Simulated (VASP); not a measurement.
Set up this calculation in VASP 6.6.1, as the native input.

- Task: single point
- Functional: PBE
- Potentials or basis: VASP PAW PBE potentials, release 64 (Ta_pv)
- Cutoff: 520 eV
- k mesh: 4 × 4 × 4, shifted
- Occupations: gaussian, width 0.1 eV
- Spin: no spin polarisation
- Dipole correction: no
- Further INCAR settings: LREAL = Auto; ALGO = Fast; EDIFF = 1e-07; NBANDS = 108

The structure of Ta (a cell with a defect) lies in POSCAR:

```
Ta
1.0
    6.6381247818      0.0000000000      0.0000000000
    0.0000000000      6.6381247818      0.0000000000
    0.0000000000      0.0000000000      6.6381247818
Ta
17
Direct
   -0.0037014972     -0.0040422560      0.0034384711
    0.5918879396     -0.0945836393      0.0707428702
    0.0085117412      0.4900527042      0.0014724038
    0.0003119857     -0.0051695322      0.5041345425
    0.2508411720      0.2486212679      0.2688964216
    0.5032050631      0.5015350132      0.0032459468
    0.5028826829     -0.0034604652      0.5057969096
    0.7480383637      0.2475212585      0.2509418028
   -0.0112659829      0.5090719309      0.4904151559
    0.2505575075      0.7514018136      0.2511004319
    0.1994930863      0.3048616991      0.6803724167
    0.5067959869      0.5009762711      0.5010704242
    0.7863985947      0.7160246540      0.2857053855
    0.7532261240      0.2447715362      0.7536135828
    0.2549471508      0.7449270935      0.7537218965
    0.7584009288      0.7411227058      0.7439848093
    0.3745345383      0.1217498957     -0.0865101243
```

These files were run (other wordings do the same):

INCAR

```
SYSTEM = Ta
ALGO = Fast
EDIFF = 1E-7
ENCUT = 520
GGA = PE
ISIF = 2
ISMEAR = 0
LASPH = .True.
LCHARG = .True.
LELF = .True.
LREAL = Auto
LVHAR = .True.
LWAVE = .False.
NBANDS = 108
NELM = 60
PREC = Accurate
SIGMA = 0.1
```

KPOINTS

```
Automatic mesh
0
Gamma
  4 4 4
  0.5 0.5 0.5
```

Potentials or basis: VASP PAW PBE potentials, release 64 (Ta_pv).

The run is started by

```sh
$ cat potpaw_PBE.64/Ta_pv/POTCAR > POTCAR
$ mpirun -np 1 vasp_std > vasp.out
```

It gave:

The pressure is 21.7 GPa and the largest force is 0.117 eV/Å. The band gap on the k mesh is zero (an odd number of electrons rules out a gap without spin polarisation).

Caveat: spin-orbit coupling is left out, which moves the levels of the heavy elements.

Run time: 72 min on 1 thread of Oxide Virtual Turin-like Processor, with other jobs on the host, peak memory 0.71 GiB.
